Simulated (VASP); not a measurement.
# InSe (P6_3/mmc) in VASP: single point with LDA

Aim: the single point of InSe with LDA.

All numbers are computed with VASP 6.6.1; they aren't measurements. Logs are shortened: lines on timing, memory, paths and dates and some standing lists are left out, and cuts for length are marked.

**1. The cell of the first run**

Symmetry: P6_3/mmc, No. 194, hexagonal system. The conventional cell has a = 3.967 Å, b = 3.967 Å, c = 16.464 Å, α = 90.00°, β = 90.00°, γ = 120.00°. Within 3.5 Å of In (site symmetry 3m) lie 3 Se at 2.62 Å and 1 In at 2.74 Å. Within 3.5 Å of Se (site symmetry 3m) lie 3 In at 2.62 Å.

**2. Single point, LDA**

Input file INCAR:

```
SYSTEM = InSe
  ALGO = Normal
  EDIFF = 1E-7
  ENCUT = 520
  GGA = CA
  ISIF = 2
  ISMEAR = 0
  LASPH = .TRUE.
  LCHARG = .FALSE.
  LREAL = .FALSE.
  LWAVE = .FALSE.
  NBANDS = 48
  NELM = 60
  PREC = Accurate
  SIGMA = 0.02
```

Input file KPOINTS:

```
k-points
0
G
  12 12 2
  0 0 0
```

Input file POSCAR:

```
InSe
1.0
    3.9665899231      0.0000000000      0.0000000000
   -1.9832949616      3.4351676398      0.0000000000
    0.0000000000      0.0000000000     16.4635709441
In Se
4 4
Direct
    0.3333333333      0.6666666667      0.1667329762
    0.6666666667      0.3333333333      0.6667329762
    0.3333333333      0.6666666667      0.3332670238
    0.6666666667      0.3333333333      0.8332670238
    0.3333333333      0.6666666667      0.5895306320
    0.6666666667      0.3333333333      0.0895306320
    0.3333333333      0.6666666667      0.9104693680
    0.6666666667      0.3333333333      0.4104693680
```

Potentials or basis: VASP PAW LDA potentials, release 64 (In_d, Se).

Run with:

```
> cat potpaw_LDA.64/In_d/POTCAR potpaw_LDA.64/Se/POTCAR > POTCAR
> mpirun -np 1 vasp_std > vasp.out
```

OUTCAR:

```text
SYSTEM = InSe
   EDIFF = 1E-7
   ENCUT = 520
   GGA = CA
   ISIF = 2
   ISMEAR = 0
   LASPH = .TRUE.
   LREAL = .FALSE.
   NELM = 60
   PREC = Accurate

 ion  position               nearest neighbor table
   1  0.333  0.667  0.167-   6 2.62   6 2.62   6 2.62   3 2.74
   2  0.667  0.333  0.667-   5 2.62   5 2.62   5 2.62   4 2.74
   3  0.333  0.667  0.333-   8 2.62   8 2.62   8 2.62   1 2.74
   4  0.667  0.333  0.833-   7 2.62   7 2.62   7 2.62   2 2.74
   5  0.333  0.667  0.590-   2 2.62   2 2.62   2 2.62
   6  0.667  0.333  0.090-   1 2.62   1 2.62   1 2.62
   7  0.333  0.667  0.910-   4 2.62   4 2.62   4 2.62
   8  0.667  0.333  0.410-   3 2.62   3 2.62   3 2.62

  LATTYP: Found a hexagonal cell.
 ALAT       =     3.9665899231
 C/A-ratio  =     4.1505603713

  Lattice vectors:

 A1 = (   3.9665899231,   0.0000000000,   0.0000000000)
 A2 = (  -1.9832949616,   3.4351676398,   0.0000000000)
 A3 = (   0.0000000000,   0.0000000000,  16.4635709441)

Analysis of symmetry for initial positions (statically):
=====================================================================
 Subroutine PRICEL returns:
 Original cell was already a primitive cell.

 Routine SETGRP: Setting up the symmetry group for a
 hexagonal supercell.

 Subroutine GETGRP returns: Found 24 space group operations
 (whereof 12 operations were pure point group operations)
 out of a pool of 24 trial point group operations.

The static configuration has the point symmetry D_3d.
 The point group associated with its full space group is D_6h.

Analysis of symmetry for dynamics (positions and initial velocities):
=====================================================================
 Subroutine PRICEL returns:
 Original cell was already a primitive cell.

 Routine SETGRP: Setting up the symmetry group for a
 hexagonal supercell.

 Subroutine GETGRP returns: Found 24 space group operations
 (whereof 12 operations were pure point group operations)
 out of a pool of 24 trial point group operations.

The dynamic configuration has the point symmetry D_3d.
 The point group associated with its full space group is D_6h.

 Subroutine INISYM returns: Found 24 space group operations
 (whereof 12 operations are pure point group operations),
 and found     1 'primitive' translations

----------------------------------------------------------------------------------------

                                     Primitive cell

  volume of cell :     224.3310

  direct lattice vectors                    reciprocal lattice vectors
     3.966589923  0.000000000  0.000000000     0.252105718  0.145553304  0.000000000
    -1.983294962  3.435167640  0.000000000     0.000000000  0.291106608  0.000000000
     0.000000000  0.000000000 16.463570944     0.000000000  0.000000000  0.060740164

  length of vectors
     3.966589923  3.966589923 16.463570944     0.291106608  0.291106608  0.060740164

  position of ions in fractional coordinates (direct lattice)
     0.333333333  0.666666667  0.166732976
     0.666666667  0.333333333  0.666732976
     0.333333333  0.666666667  0.333267024
     0.666666667  0.333333333  0.833267024
     0.333333333  0.666666667  0.589530632
     0.666666667  0.333333333  0.089530632
     0.333333333  0.666666667  0.910469368
     0.666666667  0.333333333  0.410469368

  ion indices of the primitive-cell ions
   primitive index   ion index
                 1           1
                 2           2
                 3           3
                 4           4
                 5           5
                 6           6
                 7           7
                 8           8

----------------------------------------------------------------------------------------

 KPOINTS: k-points

Automatic generation of k-mesh.
 Grid dimensions read from file:
 generate k-points for:   12   12    2

 Generating k-lattice:

  Cartesian coordinates                     Fractional coordinates (reciprocal lattice)
     0.021008810  0.012129442  0.000000000     0.083333333  0.000000000  0.000000000
     0.000000000  0.024258884  0.000000000     0.000000000  0.083333333  0.000000000
     0.000000000  0.000000000  0.030370082     0.000000000  0.000000000  0.500000000

  Length of vectors
     0.024258884  0.024258884  0.030370082

  Shift w.r.t. Gamma in fractional coordinates (k-lattice)
     0.000000000  0.000000000  0.000000000

 Subroutine IBZKPT returns following result:
 ===========================================

 Found     38 irreducible k-points:

 Following reciprocal coordinates:
            Coordinates               Weight
  0.000000  0.000000  0.000000      1.000000
  0.083333  0.000000  0.000000      6.000000
  0.166667 -0.000000  0.000000      6.000000
  0.250000  0.000000  0.000000      6.000000
  0.333333  0.000000  0.000000      6.000000
  0.416667  0.000000  0.000000      6.000000
[... 16 lines left out ...]
  0.250000  0.000000  0.500000      6.000000
  0.333333  0.000000  0.500000      6.000000
 [... further k-points ...]
   k-points           NKPTS =     38   k-points in BZ     NKDIM =     38   number of bands    NBANDS=     48
   number of dos      NEDOS =    301   number of ions     NIONS =      8
   total plane-waves  NPLWV = 113400
   dimension x,y,z NGX =    30 NGY =   30 NGZ =  126
   dimension x,y,z NGXF=    60 NGYF=   60 NGZF=  252
   ions per type =               4   4
   NGX,Y,Z   is equivalent  to a cutoff of  12.57, 12.57, 12.72 a.u.
   NGXF,Y,Z  is equivalent  to a cutoff of  25.15, 25.15, 25.45 a.u.
 SYSTEM =  InSe
   PREC   = accura    normal or accurate (medium, high low for compatibility)
   ISTART =      0    job   : 0-new  1-cont  2-samecut
   ICHARG =      2    charge: 1-file 2-atom 10-const
   ISPIN  =      1    spin polarized calculation?
   LNONCOLLINEAR =      F non collinear calculations
   LSORBIT =      F    spin-orbit coupling
   LASPH  =      T    aspherical Exc in radial PAW
   ENCUT  =  520.0 eV  38.22 Ry    6.18 a.u.   7.38  7.38 30.61*2*pi/ulx,y,z
   NELM   =     60;   NELMIN=  2; NELMDL= -5     # of ELM steps
   EDIFF  = 0.1E-06   stopping-criterion for ELM
   LREAL  =      F    real-space projection
   EDIFFG = 0.1E-05   stopping-criterion for IOM
   NSW    =      0    number of steps for IOM
   IBRION =     -1    ionic relax: 0-MD 1-quasi-New 2-CG
   NFREE  =      0    steps in history (QN), initial steepest desc. (CG)
   ISIF   =      2    stress and relaxation
   ISYM   =      2    0-nonsym 1-usesym 2-fastsym
   POTIM  = 0.5000    time-step for ionic-motion
   TEBEG  =    0.0;   TEEND  =   0.0 temperature during run
   PSTRESS=    0.0 pullay stress
   NELECT =      76.0000    total number of electrons
   NUPDOWN=      -1.0000    fix difference up-down
   EMIN   =  10.00;   EMAX   =-10.00  energy-range for DOS
   EFERMI =   0.00;   METHOD = LEGACY
   ISMEAR =     0;   SIGMA  =   0.02  broadening in eV -4-tet -1-fermi 0-gaus
   EFERMI_NEDOS =   21; number of points for ismear=-14 and -15
   IALGO  =     38    algorithm
   IMIX   =      4    mixing-type and parameters
     AMIX     =   0.40;   BMIX     =  1.00
     AMIX_MAG =   1.60;   BMIX_MAG =  1.00
  volume/ion in A,a.u.               =      28.04       189.23
  Fermi-wavevector in a.u.,A,eV,Ry     =   1.141256  2.156660 17.721104  1.302464
  Thomas-Fermi vector in A             =   2.277956
   LORBIT       =      0    0 simple, 1 ext, 2 COOP (PROOUT), +10 PAW based schemes
   GGA     = CA    functional components
   LHFCALC =     F    Hartree Fock is set to
   AEXX    =    0.0000 exact exchange contribution
   IVDW    =     0    specifies the selected vdW correction
   LEPSILON=     F    determine dielectric tensor
   LRPA    =     F    only Hartree local field effects (RPA)
 non-spin polarized calculation
 Gauss-broadening in eV      SIGMA  =   0.02
  energy-cutoff  :      520.00
  volume of cell :      224.33
 maximum number of plane-waves:      6103
 NGX is ok and might be reduce to    30
   NGX = 15   NGY = 15   NGZ = 61

 number of electron      75.9999982 magnetization

 Free energy of the ion-electron system (eV)
  ---------------------------------------------------
  ext. energy  EPLUGINS =         0.00000000
  ---------------------------------------------------
  free energy    TOTEN  =       -33.32869943 eV

  energy without entropy =      -33.32869943  energy(sigma->0) =      -33.32869943

 E-fermi :   4.5266     XC(G=0):  -9.4494

 val. band max:        4.3794649109   @ k =   0.0000   0.0000   0.0000
 cond. band min:       4.6759391018   @ k =   0.0000   0.0000   0.0000
 fundamental gap:      0.2964741910
 Fermi energy:         4.5266037968

 k-point     1 :       0.0000    0.0000    0.0000
  band No.  band energies     occupation
      1     -10.5056      2.00000
      2     -10.5049      2.00000
      3     -10.2857      2.00000
      4     -10.2857      2.00000
      5     -10.2851      2.00000
      6     -10.2851      2.00000
[... 40 lines left out ...]
     47       9.4258      0.00000
     48       9.7277      0.00000

 k-point     2 :       0.0833    0.0000    0.0000
  band No.  band energies     occupation
      1     -10.5056      2.00000
      2     -10.5051      2.00000
      3     -10.3226      2.00000
      4     -10.3154      2.00000
      5     -10.2846      2.00000
      6     -10.2840      2.00000
[... 40 lines left out ...]
     47       9.2759      0.00000
     48       9.5515      0.00000

 k-point     3 :       0.1667   -0.0000    0.0000
  band No.  band energies     occupation
      1     -10.5127      2.00000
      2     -10.5110      2.00000
      3     -10.3945      2.00000
      4     -10.3788      2.00000
      5     -10.3291      2.00000
      6     -10.3084      2.00000
[... 1060 lines left out ...]
     47       8.9240      0.00000
     48       8.9240      0.00000

 k-point    24 :       0.3333    0.0000    0.5000
  band No.  band energies     occupation
      1     -10.6001      2.00000
      2     -10.6001      2.00000
      3     -10.4797      2.00000
      4     -10.4797      2.00000
      5     -10.4367      2.00000
      6     -10.4367      2.00000
[... 40 lines left out ...]
     47       8.9019      0.00000
     48       8.9019      0.00000

 [... further k-points ...]
[... 5 lines left out ...]
  --------------------------------------------------------------------------------------
  -------------------------------------------------------------------------------------
  Total        0.1773902      0.1773902      0.2263987     -0.0000000      0.0000000      0.0000000
  in kB        1.2669250      1.2669250      1.6169447     -0.0000000      0.0000000      0.0000000
  external PRESSURE =       1.3835982 kB  Pullay stress =       0.0000000 kB

 VOLUME and BASIS-vectors are now :
 -----------------------------------------------------------------------------
  energy-cutoff  :      520.00
  volume of cell :      224.33
      direct lattice vectors                 reciprocal lattice vectors
     3.966589923  0.000000000  0.000000000     0.252105718  0.145553304  0.000000000
    -1.983294962  3.435167640  0.000000000     0.000000000  0.291106608  0.000000000
     0.000000000  0.000000000 16.463570944     0.000000000  0.000000000  0.060740164

 POSITION                                       TOTAL-FORCE (eV/Angst)
 -----------------------------------------------------------------------------------
     -0.00000      2.29011      2.74502         0.000000      0.000000      0.012747
      1.98329      1.14506     10.97681        -0.000000     -0.000000      0.012747
     -0.00000      2.29011      5.48677        -0.000000     -0.000000     -0.012747
      1.98329      1.14506     13.71855         0.000000     -0.000000     -0.012747
     -0.00000      2.29011      9.70578        -0.000000     -0.000000     -0.031121
      1.98329      1.14506      1.47399         0.000000      0.000000     -0.031121
     -0.00000      2.29011     14.98958         0.000000     -0.000000      0.031121
      1.98329      1.14506      6.75779        -0.000000      0.000000      0.031121
 -----------------------------------------------------------------------------------
    total drift:                               -0.000000      0.000000      0.000000

  FREE ENERGIE OF THE ION-ELECTRON SYSTEM (eV)
  ---------------------------------------------------
  free  energy   TOTEN  =       -33.3286994288 eV

  energy  without entropy=      -33.3286994288  energy(sigma->0) =      -33.32869943
```

Run time: 9 min. Hardware: 1 thread of Intel Xeon Platinum 8488C (Sapphire Rapids), shared host; peak memory 0.46 GiB.

What came out:

```
Free energy            : -33.3287 eV
Pressure               : 0.1 GPa
Largest force          : 0.031 eV/Å
Band gap on the k mesh : 0.30 eV
```

Forces in eV/Å, atoms in the order of the input:
```
In   0.000  0.000  0.013
In   0.000  0.000  0.013
In   0.000  0.000 -0.013
In   0.000  0.000 -0.013
Se   0.000  0.000 -0.031
Se   0.000  0.000 -0.031
Se   0.000  0.000  0.031
Se   0.000  0.000  0.031
```

Levels at points of the mesh, in eV from the valence-band top:
| k point | band 36 | band 37 | band 38 | band 39 | band 40 | band 41 |
| --- | --- | --- | --- | --- | --- | --- |
| (0.00, 0.00, 0.00) | -1.12 | -1.12 | 0.00 | 0.30 | 1.75 | 2.03 |
| (0.50, 0.00, 0.00) | -2.20 | -2.08 | -1.46 | 1.02 | 1.04 | 1.83 |
| (0.00, 0.00, 0.50) | -1.16 | -1.02 | -1.02 | 1.23 | 1.23 | 2.05 |
| (0.50, 0.00, 0.50) | -2.16 | -1.86 | -1.86 | 1.33 | 1.33 | 1.52 |

Caveat: spin-orbit coupling is left out, which moves the levels of the heavy elements.
